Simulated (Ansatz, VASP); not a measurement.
## SrTe in VASP and in Ansatz

```
Sr Te
1.0
     0.00000    3.35583    3.35583
     3.35583    0.00000    3.35583
     3.35583    3.35583    0.00000
Sr Te
1 1
Direct
  0.00000 0.00000 0.00000
  0.50000 0.50000 0.50000
```

Alike in both runs: task single point; functional PBE; k mesh 4 × 4 × 4; occupations gaussian, width 0.1 eV; no spin polarisation.

|  | VASP | Ansatz |
| --- | --- | --- |
| version | VASP 6.6.1 | Ansatz 0.2.0 |
| potentials or method | VASP PAW PBE potentials, release 64 (Sr_sv, Te), cutoff 500 eV | scalar-relativistic, plane waves, PAW |
| valence electrons in the cell | 16 | 26 |

Ansatz gave:

* gap on the k mesh at the Fermi level (eV): 1.77
* least direct gap on the mesh (eV): 2.49
* pressure (GPa): 0.2

Problem. Which values does VASP return?

Solution. gap on the k mesh at the Fermi level (eV): 1.75; least direct gap on the mesh (eV): 2.47; pressure (GPa): 0.3.

With one functional, cell and mesh, what is left measures potentials, basis and numerics. VASP's potentials hold 16 valence electrons a cell and Ansatz's 26, so a difference there can come from the potentials and not from the codes.

Spin-orbit coupling is off throughout.
